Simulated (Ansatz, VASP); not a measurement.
Tl: VASP beside Ansatz

Contents of INCAR:

```
SYSTEM = Tl
  PREC = Accurate
  ENCUT = 600
  EDIFF = 1E-6
  ISMEAR = 0
  SIGMA = 0.1
  LREAL = .FALSE.
  LASPH = .TRUE.
  NELM = 80
  ALGO = Fast
  ISIF = 3
  LWAVE = .FALSE.
  LCHARG = .FALSE.
  GGA = PE
  IBRION = 2
  NSW = 100
  EDIFFG = -0.005
```

KPOINTS

```
Automatic mesh
0
G
  15 15 8
  0 0 0
```

Contents of POSCAR:

```
Tl
1.0
    3.6124297322      0.0000000000      0.0000000000
   -1.8062148661      3.1284559175      0.0000000000
    0.0000000000      0.0000000000      5.5652681212
Tl
2
Direct
    0.3333333333      0.6666666667      0.7500000000
    0.6666666667      0.3333333333      0.2500000000
```

Input for Ansatz:

```yaml
crystal:
  lattice:
    - [3.6124297322, 0.0, 0.0]
    - [-1.8062148661, 3.1284559175, 0.0]
    - [0.0, 0.0, 5.5652681212]
  atoms:
    - { symbol: Tl, position: [0.3333333333, 0.6666666667, 0.75] }
    - { symbol: Tl, position: [0.6666666667, 0.3333333333, 0.25] }
basis:
  ecutwfc: 420
kpoints:
  mp_grid: { grid: [15, 15, 8] }
hamiltonian:
  xc: pbe
scf:
  occupations: { method: gaussian, width: 0.1 }
output:
  forces: true
  stress: true
  eigenvalues: true
  write_density: true
  write_potential: true
  elf: true
  volumetric_format: npy
relax:
  adjacent_minimum: "off"
  f_tol: 0.005
  max_steps: 80
  cell: { stress_tol: 0.05 }
```

Alike in both runs: task relaxation of cell and atoms; functional PBE; k mesh 15 × 15 × 8; occupations gaussian, width 0.1 eV; no spin polarisation.

```csv
,VASP,Ansatz
version,VASP 6.6.1,Ansatz 0.2.0
potentials or method,"VASP PAW PBE potentials, release 64 (Tl_d), cutoff 600 eV","scalar-relativistic, plane waves, PAW"
valence electrons in the cell,26,26
```

```csv
,VASP,Ansatz,Ansatz less VASP
"gap on the k mesh at the Fermi level, each at its own relaxed structure (eV)",none,none,-
relaxed volume (Å³/atom),31.42,31.45,+0.032
relaxed cell length with the largest relative difference (Å),3.611,3.612,+0.0014
```

A gap of «none» marks a metal or a gap that the smearing closes.

Neither program's run includes spin-orbit coupling.
